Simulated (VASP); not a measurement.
Input of a VASP 6.6.1 run:

File INCAR:

```
PREC = Accurate
ENCUT = 520
EDIFF = 1E-6
ISMEAR = 0
SIGMA = 0.1
LREAL = F
LASPH = T
NELM = 100
ALGO = Normal
ISIF = 2
LWAVE = F
LCHARG = F
GGA = PE
NBANDS = 20
```

KPOINTS

```
regular mesh
0
Gamma
  4 4 4
```

POSCAR

```
AsSe3
1.0
    0.0000000000      4.1683490600      4.1683490600
    4.1683490600      0.0000000000      4.1683490600
    4.1683490600      4.1683490600      0.0000000000
As Se
1 3
Direct
    0.0000000000      0.0000000000      0.0000000000
    0.2500000000      0.2500000000      0.2500000000
    0.7500000000      0.7500000000      0.7500000000
    0.5000000000      0.5000000000      0.5000000000
```

Potentials or basis: VASP PAW PBE potentials, release 64 (As, Se).

Run with:

```bash
$ cat potpaw_PBE.64/As/POTCAR potpaw_PBE.64/Se/POTCAR > POTCAR
$ mpirun -np 1 vasp_std > vasp.out
```

Problem. Estimate the band gap on the k mesh.

Solution. Zero (an odd number of electrons rules out a gap without spin polarisation).

Problem. Predict the pressure.

Solution. -10.5 GPa.

Caveat: the cell stands under tension.
